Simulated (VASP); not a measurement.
Write the native input for VASP 6.6.1 that does the following.

| Item | Value |
| --- | --- |
| Task | single point |
| Functional | PBE |
| Dispersion | D4 |
| Potentials or basis | VASP PAW PBE potentials, release 64 (Sb, Mg) |
| Cutoff | 600 eV |
| k mesh | 6 × 6 × 4 |
| Occupations | gaussian, width 0.05 eV |
| Spin | no spin polarisation |
| Dipole correction | no |
| Further INCAR settings | ALGO = Normal; EDIFF = 1e-06; NBANDS = 16 |

The structure of Mg3Sb2 lies in POSCAR:

```
Mg3Sb2
1.0
    4.5840525326      0.0000000000      0.0000000000
   -2.2920262663      3.9699059455      0.0000000000
    0.0000000000      0.0000000000      7.2375061567
Sb Mg
2 3
Direct
    0.3333333333      0.6666666667      0.2252481735
    0.6666666667      0.3333333333      0.7747518265
    0.0000000000      0.0000000000      0.0000000000
    0.3333333333      0.6666666667      0.6324830002
    0.6666666667      0.3333333333      0.3675169998
```

These files were run (other wordings do the same):

INCAR

```
SYSTEM = Mg3Sb2
  ALGO = Normal
  EDIFF = 1E-6
  ENCUT = 600
  GGA = PE
  GGA_COMPAT = .FALSE.
  ISIF = 2
  ISMEAR = 0
  IVDW = 13
  LASPH = .TRUE.
  LCHARG = .TRUE.
  LELF = .TRUE.
  LREAL = .FALSE.
  LVHAR = .TRUE.
  LWAVE = .FALSE.
  NBANDS = 16
  NELM = 120
  PREC = Accurate
  SIGMA = 0.05
```

KPOINTS

```
k-points
0
G
  6 6 4
  0 0 0
```

Potentials or basis: VASP PAW PBE potentials, release 64 (Sb, Mg).

Command:

```bash
$ cat potpaw_PBE.64/Sb/POTCAR potpaw_PBE.64/Mg/POTCAR > POTCAR
$ mpirun -np 1 vasp_std > vasp.out
```

It gave:

```yaml
Pressure: -1.3 GPa
Largest_force: 0.012 eV/Å
Band_gap_on_the_k_mesh: 0.23 eV (least direct gap 1.05 eV)
Dispersion_energy_per_atom: -0.283 eV
```

Caveat: semilocal functionals underestimate gaps, and a narrow one can read as zero; spin-orbit coupling is left out, which moves the levels of the heavy elements.

Wall time 35 s on 1 thread of AMD EPYC 9R45 96-Core Processor (Zen 5), on a shared host, peak memory 0.28 GiB.
